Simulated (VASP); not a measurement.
Set up this calculation in VASP 6.6.1, as the native input.

- Task: single point
- Functional: PBE
- Potentials or basis: VASP PAW PBE potentials, release 64 (Si, Ge_d)
- Cutoff: 520 eV
- k mesh: 2 × 2 × 2
- Occupations: fermi-dirac, width 0.02 eV
- Spin: no spin polarisation
- Dipole correction: no
- Further INCAR settings: LREAL = Auto; ALGO = Normal; EDIFF = 1e-07; NBANDS = 53

The structure of Si16Ge (a cell with a defect) lies in POSCAR:

```
Si16Ge
1.0
    0.0000000000      5.4300000000      5.4300000000
    5.4300000000      0.0000000000      5.4300000000
    5.4300000000      5.4300000000      0.0000000000
Si Ge
16 1
Direct
   -0.0098828729     -0.0083042357     -0.0086000000
    0.1150913444      0.1153184162      0.1155222836
    0.0063642726      0.0062134438      0.4842891344
    0.1245599448      0.1250936464      0.6182093002
    0.0062069982      0.4841878453      0.0063410681
    0.1242161142      0.6185387661      0.1249831492
    0.0105795580      0.4963086556      0.4961611418
    0.1495244015      0.6170660221      0.6167538674
    0.4837617864      0.0066601289      0.0070323204
    0.6169423573      0.1256451197      0.1258764273
    0.4958576427      0.0105375691      0.4971974217
    0.6169768877      0.1492785451      0.6178006446
    0.4954098527      0.4969019337      0.0112150092
    0.6164126151      0.6174886740      0.1500069061
    0.5125322284      0.5122318600      0.5130165746
    0.6340567219      0.6338784530      0.6346051565
    0.7651732044      0.7651258748      0.7658923573
```

These files were run (other wordings do the same):

INCAR

```
SYSTEM = Si16Ge
  PREC = Accurate
  ENCUT = 520
  EDIFF = 1E-7
  ISMEAR = -1
  SIGMA = 0.02
  LREAL = Auto
  LASPH = .True.
  NELM = 100
  ALGO = Normal
  ISIF = 2
  LWAVE = .False.
  LCHARG = .True.
  GGA = PE
  LELF = .True.
  LVHAR = .True.
  NBANDS = 53
```

KPOINTS

```
Automatic mesh
0
Gamma
  2 2 2
  0 0 0
```

Potentials or basis: VASP PAW PBE potentials, release 64 (Si, Ge_d).

Launch:

```bash
$ cat potpaw_PBE.64/Si/POTCAR potpaw_PBE.64/Ge_d/POTCAR > POTCAR
$ mpirun -np 1 vasp_std > vasp.out
```

Results of the run:

```
Pressure               : 6.4 GPa
Largest force          : 0.260 eV/Å
Band gap on the k mesh : zero (band 39 reaches 6.97 eV, above the bottom of band 40 at 6.74 eV)
```

Caveat: the k points lie up to 0.50 Å⁻¹ apart.

It took 2.4 min on 1 thread of Intel(R) Xeon(R) 6975P-C (Granite Rapids) (shared host), peak memory 0.49 GiB.
